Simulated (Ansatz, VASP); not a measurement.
## One calculation of PbO2, two programs

```
CELL_PARAMETERS angstrom
-3.03028 3.03028 3.07553
3.03028 -3.03028 3.07553
3.03028 3.03028 -3.07553
ATOMIC_POSITIONS crystal
Pb 0.00000 0.00000 0.00000
Pb 0.75000 0.25000 0.50000
O 0.37500 0.31756 0.44256
O 0.06756 0.62500 0.94256
O 0.68244 0.12500 0.05744
O 0.87500 0.93244 0.55744
```

Alike in both runs: functional LDA; k mesh 8 × 8 × 8; occupations gaussian, width 0.02 eV; no spin polarisation.

Ansatz relaxed the structure, and its values are those at the end. VASP's run is a single point on that final structure, the one shown.

```csv
,VASP,Ansatz
version,VASP 6.6.1,Ansatz 0.2.0
potentials or method,"VASP PAW LDA potentials, release 64 (Pb_d, O), cutoff 520 eV","scalar-relativistic, plane waves, PAW"
valence electrons in the cell,52,52
```

|  | VASP | Ansatz | Ansatz less VASP |
| --- | --- | --- | --- |
| gap on the k mesh at the Fermi level (eV) | 0.33 | 0.34 | +0.007 |
| least direct gap on the mesh (eV) | 0.33 | 0.34 | +0.007 |
| pressure (GPa) | 0.4 | 0.0 | -0.37 |
| rms of the force components (eV/Å) | 0.029 | 0.004 | -0.0252 |

LDA's correlation is that of Perdew and Zunger in VASP and of Perdew and Wang (1992) in Ansatz.

Neither program's run includes spin-orbit coupling.
